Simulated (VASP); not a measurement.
# Si2Ru2N (P-3m1) in VASP: notebook, part 2 of 2

VASP 6.6.1.

## 3. Single point, PBE, collinear spin, ferromagnetic start

This run uses another cell than the first one, of 11.54 Å³/atom, 1.009 times its volume.

File INCAR:

```
SYSTEM = Si2Ru2N
PREC = Accurate ; ENCUT = 520
EDIFF = 1E-6 ; ISMEAR = 0
SIGMA = 0.1 ; LREAL = .FALSE.
LASPH = .TRUE. ; NELM = 150
ALGO = Normal ; ISIF = 2
LWAVE = .FALSE. ; LCHARG = .TRUE.
ISPIN = 2 ; MAGMOM = 0 0 1 1 0
LORBIT = 11 ; LMAXMIX = 4
GGA = PE ; LELF = .TRUE.
LVHAR = .TRUE. ; NBANDS = 32
```

File KPOINTS:

```
Automatic mesh
0
G
  6 6 2
  0 0 0
```

File POSCAR:

```
Si2Ru2N
1.0
    2.9430462500      0.0000000000      0.0000000000
   -1.4715231200      2.5487528100      0.0000000000
    0.0000000000      0.0000000000      7.6947738800
Si Ru N
2 2 1
Direct
    0.3333333300      0.6666666700      0.1410000000
    0.6666666700      0.3333333300      0.8590000000
    0.3333333300      0.6666666700      0.6670000000
    0.6666666700      0.3333333300      0.3330000000
    0.0000000000      0.0000000000      0.0000000000
```

Potentials or basis: VASP PAW PBE potentials, release 64 (Si, Ru_pv, N).

On the command line:

```sh
> cat potpaw_PBE.64/Si/POTCAR potpaw_PBE.64/Ru_pv/POTCAR potpaw_PBE.64/N/POTCAR > POTCAR
> mpirun -np 1 vasp_std > vasp.out
```

OUTCAR:

```text
SYSTEM = Si2Ru2N
   PREC = Accurate
   ENCUT = 520
   EDIFF = 1E-6
   ISMEAR = 0
   LREAL = .FALSE.
   LASPH = .TRUE.
   NELM = 150
   ISIF = 2
   ISPIN = 2
   LORBIT = 11
   GGA = PE

 ion  position               nearest neighbor table
   1  0.333  0.667  0.141-   5 2.02   5 2.02   5 2.02   4 2.25   4 2.25   4 2.25   2 2.76   2 2.76
                             2 2.76
   2  0.667  0.333  0.859-   5 2.02   5 2.02   5 2.02   3 2.25   3 2.25   3 2.25   1 2.76   1 2.76
                             1 2.76
   3  0.333  0.667  0.667-   2 2.25   2 2.25   2 2.25   4 3.08   4 3.08   4 3.08
   4  0.667  0.333  0.333-   1 2.25   1 2.25   1 2.25   3 3.08   3 3.08   3 3.08
   5  0.000  0.000  0.000-   1 2.02   2 2.02   1 2.02   2 2.02   2 2.02   1 2.02

  LATTYP: Found a hexagonal cell.
 ALAT       =     2.9430462500
 C/A-ratio  =     2.6145609774

  Lattice vectors:

 A1 = (   2.9430462500,   0.0000000000,   0.0000000000)
 A2 = (  -1.4715231200,   2.5487528100,   0.0000000000)
 A3 = (   0.0000000000,   0.0000000000,   7.6947738800)

Analysis of symmetry for initial positions (statically):
[... 1180 lines left out ...]
  -------------------------------------------------------------------------------------
  Total       -1.5029362     -1.5029362     24.6450773     -0.0000000      0.0000000     -0.0000000
  in kB      -41.7186712    -41.7186710    684.1008026     -0.0000001      0.0000000     -0.0000000
  external PRESSURE =     200.2211535 kB  Pullay stress =       0.0000000 kB

 VOLUME and BASIS-vectors are now :
 -----------------------------------------------------------------------------
  energy-cutoff  :      520.00
  volume of cell :       57.72
      direct lattice vectors                 reciprocal lattice vectors
     2.943046250  0.000000000  0.000000000     0.339783991  0.196174378  0.000000000
    -1.471523120  2.548752810  0.000000000     0.000000000  0.392348758  0.000000000
     0.000000000  0.000000000  7.694773880     0.000000000  0.000000000  0.129958335

 POSITION                                       TOTAL-FORCE (eV/Angst)
 -----------------------------------------------------------------------------------
     -0.00000      1.69917      1.08496        -0.000000      0.000000      0.932764
      1.47152      0.84958      6.60981        -0.000000     -0.000000     -0.932764
     -0.00000      1.69917      5.13241        -0.000000      0.000000     -5.253212
      1.47152      0.84958      2.56236         0.000000     -0.000000      5.253212
      0.00000      0.00000      0.00000        -0.000000      0.000000      0.000000
 -----------------------------------------------------------------------------------
    total drift:                               -0.000000      0.000000     -0.000000

  FREE ENERGIE OF THE ION-ELECTRON SYSTEM (eV)
  ---------------------------------------------------
  free  energy   TOTEN  =       -35.6961419733 eV

  energy  without entropy=      -35.6830706747  energy(sigma->0) =      -35.68960632

 total charge

# of ion       s       p       d       tot
------------------------------------------
    1        0.750   0.872   0.000   1.622
    2        0.750   0.872   0.000   1.622
    3        0.392   6.256   6.227  12.875
    4        0.392   6.256   6.227  12.875
    5        1.268   2.542   0.000   3.810
--------------------------------------------------
tot          3.553  16.799  12.453  32.805

 magnetization (x)

# of ion       s       p       d       tot
------------------------------------------
    1        0.000   0.000   0.000   0.000
    2        0.000   0.000   0.000   0.000
    3        0.000   0.000   0.000   0.000
    4        0.000   0.000   0.000   0.000
    5        0.000  -0.000   0.000  -0.000
--------------------------------------------------
tot          0.000   0.000   0.000   0.000
```

OSZICAR:

```text
N       E                     dE             d eps       ncg     rms          rms(c)
DAV:   1     0.370525799563E+03    0.37053E+03   -0.22618E+04  1792   0.129E+03
DAV:   2    -0.247201512019E+02   -0.39525E+03   -0.37995E+03  1992   0.387E+02
DAV:   3    -0.384984332518E+02   -0.13778E+02   -0.13563E+02  2232   0.725E+01
DAV:   4    -0.386700557788E+02   -0.17162E+00   -0.17151E+00  2096   0.790E+00
DAV:   5    -0.386738739238E+02   -0.38181E-02   -0.38179E-02  2320   0.111E+00    0.226E+01
DAV:   6    -0.368520600969E+02    0.18218E+01   -0.12869E+01  2168   0.273E+01    0.836E+00
DAV:   7    -0.359566806805E+02    0.89538E+00   -0.10059E+01  2104   0.173E+01    0.676E+00
DAV:   8    -0.356975597736E+02    0.25912E+00   -0.74792E-01  2072   0.583E+00    0.153E+00
DAV:   9    -0.356960649898E+02    0.14948E-02   -0.84718E-02  2216   0.160E+00    0.733E-01
DAV:  10    -0.356962183652E+02   -0.15338E-03   -0.36137E-03  2456   0.346E-01    0.370E-01
DAV:  11    -0.356961306628E+02    0.87702E-04   -0.10495E-03  2248   0.224E-01    0.149E-01
DAV:  12    -0.356961459854E+02   -0.15323E-04   -0.19695E-04  2136   0.871E-02    0.423E-02
DAV:  13    -0.356961414124E+02    0.45729E-05   -0.25989E-05  2216   0.312E-02    0.191E-02
DAV:  14    -0.356961419733E+02   -0.56087E-06   -0.40484E-06  2136   0.126E-02
   1 F= -.35696142E+02 E0= -.35689606E+02  d E =-.130713E-01  mag=     0.0003
```

Run time: 45 s. Hardware: 1 thread of Intel Xeon Platinum 8375C at 2.90GHz (Ice Lake), shared host; peak memory 0.22 GiB.

Results:

```
Free energy                                           : -35.6961 eV
Pressure                                              : 20.0 GPa
Largest force                                         : 5.253 eV/Å
Net moment                                            : 0.00 μB per cell
Valence electrons inside the program's atomic spheres : Si 1.62; Ru 12.88; N 3.81
```

Forces in eV/Å, atoms in the order of the input:
```
Si   0.000  0.000  0.933
Si   0.000  0.000 -0.933
Ru   0.000  0.000 -5.253
Ru   0.000  0.000  5.253
N    0.000  0.000  0.000
```

Levels at points of the mesh, in eV from the Fermi level:
Spin up:
```csv
k point,band 16,band 17,band 18,band 19,band 20,band 21,band 22,band 23,band 24,band 25
"(0.00, 0.00, 0.00)",-2.12,-2.12,-1.55,-0.92,-0.92,-0.31,-0.15,-0.15,1.50,5.19
"(0.50, 0.00, 0.00)",-1.59,-1.50,-1.45,-1.40,0.43,1.03,1.15,1.96,2.62,3.40
"(0.00, 0.00, 0.50)",-2.03,-2.01,-2.01,-0.79,-0.79,-0.31,-0.31,0.82,1.27,5.15
"(0.50, 0.00, 0.50)",-2.07,-0.88,-0.61,-0.24,-0.08,0.60,1.03,1.16,2.57,3.73
```
Spin down:
```
           k point  band 17  band 18  band 19  band 20  band 21  band 22  band 23  band 24
(0.00, 0.00, 0.00)    -2.12    -1.55    -0.92    -0.92    -0.31    -0.15    -0.15     1.50
(0.50, 0.00, 0.00)    -1.50    -1.45    -1.40     0.44     1.03     1.15     1.96     2.62
(0.00, 0.00, 0.50)    -2.01    -2.01    -0.79    -0.79    -0.31    -0.31     0.82     1.27
(0.50, 0.00, 0.50)    -0.88    -0.61    -0.24    -0.08     0.60     1.03     1.16     2.57
```

Caveat: the k points lie up to 0.41 Å⁻¹ apart; forces of over 1 eV/Å act on the atoms, so gaps and moduli don't describe the material at rest.
